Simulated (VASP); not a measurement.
Input of a VASP 6.6.1 run:

File INCAR:

```
SYSTEM = I
PREC = Accurate
ENCUT = 520
EDIFF = 1E-7
ISMEAR = 0
SIGMA = 0.1
LREAL = .FALSE.
LASPH = .TRUE.
NELM = 100
ALGO = Normal
ISIF = 2
LWAVE = .FALSE.
LCHARG = .FALSE.
GGA = PE
NBANDS = 10
```

The input KPOINTS:

```
Automatic mesh
0
G
  18 18 12
  0 0 0
```

Contents of POSCAR:

```
I
1.0
    3.2379526851      0.0000000000      0.0000000000
    0.0000000000      3.2379526851      0.0000000000
    0.0000000000      0.0000000000      5.1311765224
I
1
Direct
    0.5000000000      0.5000000000      0.0000000000
```

Potentials or basis: VASP PAW PBE potentials, release 64 (I).

The run is started by

```console
$ cat potpaw_PBE.64/I/POTCAR > POTCAR
$ mpirun -np 1 vasp_std > vasp.out
```

Predict the pressure.

0.0 GPa.

Caveat: an odd number of electrons without spin polarisation forces a metal; a magnetic or distorted state may lie lower.
